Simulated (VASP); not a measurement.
Input of a VASP 6.6.1 run:

The input INCAR:

```
SYSTEM = CdHg
ALGO = Fast
EDIFF = 1E-7
ENCUT = 520
GGA = PE
ISIF = 2
ISMEAR = -1
LASPH = .TRUE.
LCHARG = .TRUE.
LELF = .TRUE.
LREAL = .FALSE.
LVHAR = .TRUE.
LWAVE = .FALSE.
NBANDS = 19
NELM = 100
PREC = Accurate
SIGMA = 0.15
```

File KPOINTS:

```
k-points
0
G
  16 16 8
  0 0 0
```

Contents of POSCAR:

```
CdHg
1.0
    1.4890106882     -2.9052459056      0.0000000000
    1.4890106882      2.9052459056      0.0000000000
    0.0000000000      0.0000000000      5.7280920738
Cd Hg
1 1
Direct
    0.0000000000      0.0000000000      0.0000000000
    0.5000000000      0.5000000000      0.5000000000
```

Potentials or basis: VASP PAW PBE potentials, release 64 (Cd, Hg).

Command:

```console
$ cat potpaw_PBE.64/Cd/POTCAR potpaw_PBE.64/Hg/POTCAR > POTCAR
$ mpirun -np 1 vasp_std > vasp.out
```

Predict the pressure.

0.3 GPa.

What does it give for the band gap on the k mesh?

Zero (bands 12 and 13 overlap by 3.11 eV).

Stress tensor (GPa, compression positive):
```
0.41 0.00 0.00
0.00 0.19 0.00
0.00 0.00 0.20
```

Caveat: spin-orbit coupling is left out, which moves the levels of the heavy elements.
